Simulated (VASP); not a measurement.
The system is CdSb2C.

```
Cd Sb C
1.0
     3.86114    0.00000    0.00000
     0.00000    3.86114    0.00000
     0.00000    0.00000    6.70534
Cd Sb C
1 2 1
Direct
  0.00000 0.00000 0.00000
  0.00000 0.50000 0.31659
  0.50000 0.00000 0.68341
  0.50000 0.50000 0.50000
```

| Property | Result |
| --- | --- |
| Program | VASP 6.6.1 |
| Task | relaxation of cell and atoms |
| Functional | r2SCAN |
| Potentials or basis | VASP PAW PBE potentials, release 64 (Cd, Sb, C) |
| Cutoff | 600 eV |
| k mesh | 6 × 6 × 4 |
| Occupations | fermi-dirac, width 0.02 eV |
| Spin | no spin polarisation |

At the start: pressure -1.4 GPa; volume 24.99 Å³/atom.

Problem. Where does the relaxation end?

Solution. Over 11 steps the energy falls by 6.0 meV/atom and the volume is 24.31 Å³/atom (-2.7 %); space group P-4m2 (No. 115, to 0.05 Å).

Step by step:
```tsv
step	energy change (eV)	largest force (eV/Å)	pressure (GPa)	volume (Å³)
1	0.0000	0.2083	-1.44	99.97
2	-0.0161	0.2470	0.40	96.75
3	-0.0162	0.2450	0.26	96.98
4	-0.0216	0.1487	0.23	96.91
5	-0.0237	0.0023	0.23	96.84
6	-0.0239	0.0022	-0.15	97.43
7	-0.0240	0.0022	-0.01	97.23
8	-0.0240	0.0021	-0.02	97.24
9	-0.0240	0.0035	-0.01	97.24
10	-0.0240	0.0051	-0.01	97.25
11	-0.0240	0.0050	0.00	97.25
```

Final structure:
```
CELL_PARAMETERS angstrom
3.83887 0.00000 0.00000
0.00000 3.83887 0.00000
0.00000 0.00000 6.59872
ATOMIC_POSITIONS crystal
Cd 0.00000 0.00000 0.00000
Sb 0.00000 0.50000 0.31117
Sb 0.50000 0.00000 0.68883
C 0.50000 0.50000 0.50000
```

Caveat: the PAW data sets were made with another functional, which shifts forces and pressure a little.
